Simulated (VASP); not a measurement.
# Sc (Fd-3m) in VASP: notebook

Sc is run at these levels: PBEsol; tasks: single point, relaxation of cell and atoms.

All numbers are computed with VASP 6.6.1; they aren't measurements. Logs are shortened: lines on timing, memory, paths and dates and some standing lists are left out, and cuts for length are marked.

## Step 1: The cell of the first run

The structure is cubic, space group Fd-3m (No. 227). The conventional cell has a = 6.253 Å, b = 6.253 Å, c = 6.253 Å, α = 90.00°, β = 90.00°, γ = 90.00°. Within 3.6 Å of Sc (site symmetry -43m) lie 4 Sc at 2.71 Å.

This isn't the form of Sc at room conditions, which is hcp.

## Step 2: Single point, PBEsol

Contents of INCAR:

```
SYSTEM = Sc
  ALGO = Normal
  EDIFF = 1E-6
  ENCUT = 500
  GGA = PS
  GGA_COMPAT = .False.
  ISIF = 2
  ISMEAR = -1
  LASPH = .True.
  LCHARG = .True.
  LELF = .True.
  LREAL = .False.
  LVHAR = .True.
  LWAVE = .False.
  NBANDS = 18
  NELM = 120
  PREC = Accurate
  SIGMA = 0.05
```

Contents of KPOINTS:

```
k-points
0
Gamma
  6 6 6
  0 0 0
```

Contents of POSCAR:

```
Sc
1.0
    0.0000000000      3.1262526872      3.1262526872
    3.1262526872      0.0000000000      3.1262526872
    3.1262526872      3.1262526872      0.0000000000
Sc
2
Direct
    1.0000000000      1.0000000000      1.0000000000
    0.2500000000      0.2500000000      0.2500000000
```

Potentials or basis: VASP PAW PBE potentials, release 64 (Sc_sv).

Command:

```console
$ cat potpaw_PBE.64/Sc_sv/POTCAR > POTCAR
$ mpirun -np 1 vasp_std > vasp.out
```

OUTCAR:

```text
SYSTEM = Sc
   EDIFF = 1E-6
   ENCUT = 500
   GGA = PS
   ISIF = 2
   ISMEAR = -1
   LASPH = .True.
   LREAL = .False.
   NELM = 120
   PREC = Accurate

 ion  position               nearest neighbor table
   1  0.000  0.000  0.000-   2 2.71   2 2.71   2 2.71   2 2.71
   2  0.250  0.250  0.250-   1 2.71   1 2.71   1 2.71   1 2.71

  LATTYP: Found a face centered cubic cell.
 ALAT       =     6.2525053744

  Lattice vectors:

 A1 = (   0.0000000000,   3.1262526872,   3.1262526872)
 A2 = (   3.1262526872,   0.0000000000,   3.1262526872)
 A3 = (   3.1262526872,   3.1262526872,   0.0000000000)

Analysis of symmetry for initial positions (statically):
=====================================================================
 Subroutine PRICEL returns:
 Original cell was already a primitive cell.

 Routine SETGRP: Setting up the symmetry group for a
 face centered cubic supercell.

 Subroutine GETGRP returns: Found 48 space group operations
 (whereof 24 operations were pure point group operations)
 out of a pool of 48 trial point group operations.

The static configuration has the point symmetry T_d .
 The point group associated with its full space group is O_h .

Analysis of symmetry for dynamics (positions and initial velocities):
=====================================================================
 Subroutine PRICEL returns:
 Original cell was already a primitive cell.

 Routine SETGRP: Setting up the symmetry group for a
 face centered cubic supercell.

 Subroutine GETGRP returns: Found 48 space group operations
 (whereof 24 operations were pure point group operations)
 out of a pool of 48 trial point group operations.

The dynamic configuration has the point symmetry T_d .
 The point group associated with its full space group is O_h .

 Subroutine INISYM returns: Found 48 space group operations
 (whereof 24 operations are pure point group operations),
 and found     1 'primitive' translations

----------------------------------------------------------------------------------------

                                     Primitive cell

  volume of cell :      61.1086

  direct lattice vectors                    reciprocal lattice vectors
     0.000000000  3.126252687  3.126252687    -0.159935888  0.159935888  0.159935888
     3.126252687  0.000000000  3.126252687     0.159935888 -0.159935888  0.159935888
     3.126252687  3.126252687  0.000000000     0.159935888  0.159935888 -0.159935888

[... 70 lines left out ...]
   LSORBIT =      F    spin-orbit coupling
   LASPH  =      T    aspherical Exc in radial PAW
   ENCUT  =  500.0 eV  36.75 Ry    6.06 a.u.   8.06  8.06  8.06*2*pi/ulx,y,z
   NELM   =    120;   NELMIN=  2; NELMDL= -5     # of ELM steps
   EDIFF  = 0.1E-05   stopping-criterion for ELM
   LREAL  =      F    real-space projection
   EDIFFG = 0.1E-04   stopping-criterion for IOM
   NSW    =      0    number of steps for IOM
   IBRION =     -1    ionic relax: 0-MD 1-quasi-New 2-CG
   NFREE  =      0    steps in history (QN), initial steepest desc. (CG)
   ISIF   =      2    stress and relaxation
   ISYM   =      2    0-nonsym 1-usesym 2-fastsym
   POTIM  = 0.5000    time-step for ionic-motion
   TEBEG  =    0.0;   TEEND  =   0.0 temperature during run
   PSTRESS=    0.0 pullay stress
   NELECT =      22.0000    total number of electrons
   NUPDOWN=      -1.0000    fix difference up-down
   EMIN   =  10.00;   EMAX   =-10.00  energy-range for DOS
   EFERMI =   0.00;   METHOD = LEGACY
   ISMEAR =    -1;   SIGMA  =   0.05  broadening in eV -4-tet -1-fermi 0-gaus
   EFERMI_NEDOS =   21; number of points for ismear=-14 and -15
   IALGO  =     38    algorithm
   IMIX   =      4    mixing-type and parameters
     AMIX     =   0.40;   BMIX     =  1.00
     AMIX_MAG =   1.60;   BMIX_MAG =  1.00
  volume/ion in A,a.u.               =      30.55       206.19
  Fermi-wavevector in a.u.,A,eV,Ry     =   1.164613  2.200800 18.453902  1.356324
  Thomas-Fermi vector in A             =   2.301149
   LORBIT       =      0    0 simple, 1 ext, 2 COOP (PROOUT), +10 PAW based schemes
   GGA     = PS    functional components
   LHFCALC =     F    Hartree Fock is set to
   AEXX    =    0.0000 exact exchange contribution
   IVDW    =     0    specifies the selected vdW correction
   LEPSILON=     F    determine dielectric tensor
   LRPA    =     F    only Hartree local field effects (RPA)
 non-spin polarized calculation
  energy-cutoff  :      500.00
  volume of cell :       61.11
 maximum number of plane-waves:      1572
   NGX = 17   NGY = 17   NGZ = 17

 number of electron      22.0000010 magnetization

 Free energy of the ion-electron system (eV)
  ---------------------------------------------------
  ext. energy  EPLUGINS =         0.00000000
  ---------------------------------------------------
  free energy    TOTEN  =        -9.18680254 eV

  energy without entropy =       -9.15708117  energy(sigma->0) =       -9.17194185

 E-fermi :   2.1936     XC(G=0):  -8.9482

 val. band max:        2.1783212073   @ k =  -0.3333   0.5000   0.1667
 cond. band min:       2.2078669133   @ k =   0.5000   0.5000   0.0000
 fundamental gap:      0.0295457059
 Fermi energy:         2.1936295075

 k-point     1 :       0.0000    0.0000    0.0000
  band No.  band energies     occupation
      1     -47.3944      2.00000
      2     -47.0623      2.00000
      3     -26.2902      2.00000
      4     -26.2902      2.00000
      5     -26.2902      2.00000
      6     -25.7483      2.00000
[... 313 lines left out ...]
      5     -26.0249      2.00000
      6     -26.0249      2.00000
[... 10 lines left out ...]
     17       5.7528      0.00000
     18       5.7551      0.00000

------------------------ aborting loop because EDIFF is reached ----------------------------------------

  FORCE on cell =-STRESS in cart. coord.  units (eV):
  Direction    XX          YY          ZZ          XY          YZ          ZX
  --------------------------------------------------------------------------------------
  -------------------------------------------------------------------------------------
  Total       -0.0003330     -0.0003330     -0.0003330      0.0000000     -0.0000000      0.0000000
  in kB       -0.0087321     -0.0087321     -0.0087321      0.0000000     -0.0000000      0.0000000
  external PRESSURE =      -0.0087321 kB  Pullay stress =       0.0000000 kB

 VOLUME and BASIS-vectors are now :
 -----------------------------------------------------------------------------
  energy-cutoff  :      500.00
  volume of cell :       61.11
      direct lattice vectors                 reciprocal lattice vectors
     0.000000000  3.126252687  3.126252687    -0.159935888  0.159935888  0.159935888
     3.126252687  0.000000000  3.126252687     0.159935888 -0.159935888  0.159935888
     3.126252687  3.126252687  0.000000000     0.159935888  0.159935888 -0.159935888

 POSITION                                       TOTAL-FORCE (eV/Angst)
 -----------------------------------------------------------------------------------
      0.00000      0.00000      0.00000         0.000000      0.000000      0.000000
      1.56313      1.56313      1.56313        -0.000000     -0.000000     -0.000000
 -----------------------------------------------------------------------------------
    total drift:                               -0.000000      0.000000      0.000000

  FREE ENERGIE OF THE ION-ELECTRON SYSTEM (eV)
  ---------------------------------------------------
  free  energy   TOTEN  =        -9.1868025360 eV

  energy  without entropy=       -9.1570811718  energy(sigma->0) =       -9.17194185
```

OSZICAR:

```text
N       E                     dE             d eps       ncg     rms          rms(c)
DAV:   1     0.303099431670E+03    0.30310E+03   -0.99062E+03   576   0.119E+03
DAV:   2     0.516769606916E+01   -0.29793E+03   -0.29305E+03   672   0.532E+02
DAV:   3    -0.990623183043E+01   -0.15074E+02   -0.14335E+02   958   0.132E+02
DAV:   4    -0.102898609792E+02   -0.38363E+00   -0.38236E+00   844   0.205E+01
DAV:   5    -0.102983339936E+02   -0.84730E-02   -0.84653E-02   962   0.317E+00    0.676E+00
DAV:   6    -0.923028532777E+01    0.10680E+01   -0.39257E+00   814   0.175E+01    0.143E+00
DAV:   7    -0.919264920493E+01    0.37636E-01   -0.19950E-01   852   0.355E+00    0.579E-01
DAV:   8    -0.918763015573E+01    0.50190E-02   -0.23951E-02   744   0.198E+00    0.276E-01
DAV:   9    -0.918700772135E+01    0.62243E-03   -0.10781E-02   788   0.971E-01    0.766E-02
DAV:  10    -0.918680021961E+01    0.20750E-03   -0.12082E-03   824   0.316E-01    0.581E-03
DAV:  11    -0.918680365650E+01   -0.34369E-05   -0.31640E-05   992   0.618E-02    0.620E-03
DAV:  12    -0.918680262061E+01    0.10359E-05   -0.81552E-06   776   0.274E-02    0.587E-04
DAV:  13    -0.918680253596E+01    0.84653E-07   -0.68498E-08   366   0.375E-03
   1 F= -.91868025E+01 E0= -.91719419E+01  d E =-.297214E-01
```

stdout:

```text
POSCAR found type information on POSCAR Sc
 POSCAR found :  1 types and       2 ions
 scaLAPACK will be used
 -----------------------------------------------------------------------------
|                                                                             |
|                                                                             |
|     You enforced a specific xc type in the INCAR file but a different       |
|     I HOPE YOU KNOW WHAT YOU ARE DOING!                                     |
|                                                                             |
 -----------------------------------------------------------------------------

 LDA part: xc-table for (Slater+PW92), standard interpolation
 POSCAR, INCAR and KPOINTS ok, starting setup
 FFT: planning ... GRIDC
 FFT: planning ... GRID_SOFT
 FFT: planning ... GRID
 WAVECAR not read
 entering main loop
```

It took 25 s on 1 thread of Intel Xeon Platinum 8375C at 2.90GHz (Ice Lake), shared host; peak memory 0.17 GiB.

What came out:

| Property | Result |
| --- | --- |
| Free energy | -9.1868 eV |
| Pressure | 0.0 GPa |
| Band gap on the k mesh | zero (bands 11 and 12 overlap by 0.42 eV) |

Caveat: the PAW data sets were made with another functional, which shifts forces and pressure a little.

## Step 3: Relaxation of cell and atoms, PBEsol

This run uses another cell than the first one, of 32.46 Å³/atom.

Contents of INCAR:

```
SYSTEM = Sc
PREC = Accurate
ENCUT = 500
EDIFF = 1E-7
ISMEAR = -1
SIGMA = 0.05
LREAL = .False.
LASPH = .True.
NELM = 120
ALGO = Normal
ISIF = 3
LWAVE = .False.
LCHARG = .False.
GGA = PS
IBRION = 2
NSW = 80
EDIFFG = -0.03
GGA_COMPAT = .False.
NELMIN = 4
```

Contents of KPOINTS:

```
Automatic mesh
0
Gamma
  6 6 6
  0 0 0
```

Contents of POSCAR:

```
Sc
1.0
    0.0000000000      3.1900000000      3.1900000000
    3.1900000000      0.0000000000      3.1900000000
    3.1900000000      3.1900000000      0.0000000000
Sc
2
Direct
    1.0000000000      1.0000000000      1.0000000000
    0.2500000000      0.2500000000      0.2500000000
```

Potentials or basis: VASP PAW PBE potentials, release 64 (Sc_sv).

Command:

```console
$ cat potpaw_PBE.64/Sc_sv/POTCAR > POTCAR
$ mpirun -np 1 vasp_std > vasp.out
```

Run time: 82 s. Hardware: 1 thread of Intel Xeon Platinum 8375C at 2.90GHz (Ice Lake), shared host; peak memory 0.21 GiB.

It converged, with:

| Item | Value |
| --- | --- |
| Free energy | -9.1882 eV |
| Relaxed volume | 30.79 Å³/atom |
| Relaxed cell | a = 4.433 Å, b = 4.433 Å, c = 4.433 Å, α = 60.00°, β = 60.00°, γ = 60.00° |
| Space group after relaxing (to 0.1 Å) | Fd-3m (No. 227) |
| Energy gained by relaxing | 2.6 meV/atom |
| Ionic steps | 3 |
| Pressure after relaxing | 0.0 GPa |
| Band gap on the k mesh | zero (bands 11 and 12 overlap by 0.42 eV) |

The path:
```tsv
step	energy change (eV)	largest force (eV/Å)	pressure (GPa)	volume (Å³)
1	0.0000	0.0000	-0.56	64.92
2	-0.0029	0.0000	-0.34	63.87
3	-0.0053	0.0000	-0.04	61.59
```

Final structure:
```
Sc
1.0
     0.00000    3.13442    3.13442
     3.13442    0.00000    3.13442
     3.13442    3.13442    0.00000
Sc
2
Direct
  0.00000 0.00000 0.00000
  0.25000 0.25000 0.25000
```

Levels at points of the mesh, in eV from the Fermi level:
```
           k point  band 8  band 9  band 10  band 11  band 12  band 13  band 14  band 15
(0.00, 0.00, 0.00)  -27.95   -4.21    -0.03    -0.03     0.29     0.29     0.29     1.79
(0.50, 0.00, 0.00)  -27.89   -1.76    -1.02    -0.07    -0.07     0.39     0.39     0.56
(0.50, 0.50, 0.00)  -27.83   -1.16    -1.16     0.00     0.00     0.51     0.51     1.83
```

Caveat: the PAW data sets were made with another functional, which shifts forces and pressure a little.
